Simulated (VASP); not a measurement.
Set up this calculation in VASP 6.6.1, as the native input.

```yaml
Task: single point
Functional: PBEsol
Potentials_or_basis: VASP PAW PBE potentials, release 64 (Ge_d)
Cutoff: 520 eV
k_mesh: 14 × 14 × 14
Occupations: gaussian, width 0.15 eV
Spin: no spin polarisation
Dipole_correction: no
Further_INCAR_settings: ALGO = Normal; EDIFF = 1e-06; NBANDS = 21
```

The structure of Ge lies in POSCAR:

```
Ge
1.0
    0.0000000000      2.8143074359      2.8143074359
    2.8143074359      0.0000000000      2.8143074359
    2.8143074359      2.8143074359      0.0000000000
Ge
2
Direct
    0.5049332919      0.4950667081      0.4950667081
    0.7450667081      0.7549332919      0.7549332919
```

This cell differs from its parent crystal: atoms displaced along a vibrational mode, the cell strained.

The input as run:

INCAR

```
PREC = Accurate
ENCUT = 520
EDIFF = 1E-6
ISMEAR = 0
SIGMA = 0.15
LREAL = F
LASPH = T
NELM = 60
ALGO = Normal
ISIF = 2
LWAVE = F
LCHARG = F
GGA = PS
NBANDS = 21
```

KPOINTS

```
Automatic mesh
0
Gamma
  14 14 14
```

Potentials or basis: VASP PAW PBE potentials, release 64 (Ge_d).

Launch:

```bash
$ cat potpaw_PBE.64/Ge_d/POTCAR > POTCAR
$ mpirun -np 1 vasp_std > vasp.out
```

Results of the run:

The pressure is 1.5 GPa, the largest force is 0.635 eV/Å and the band gap on the k mesh is zero (bands 14 and 15 overlap by 0.05 eV).

Caveat: the cell differs from its parent crystal (atoms displaced along a vibrational mode, the cell strained); semilocal functionals underestimate gaps, and a narrow one can read as zero; the PAW data sets were made with another functional, which shifts forces and pressure a little.

It took 2.2 min on 1 thread of Intel(R) Xeon(R) 6975P-C (Granite Rapids), on a shared host, peak memory 0.41 GiB.
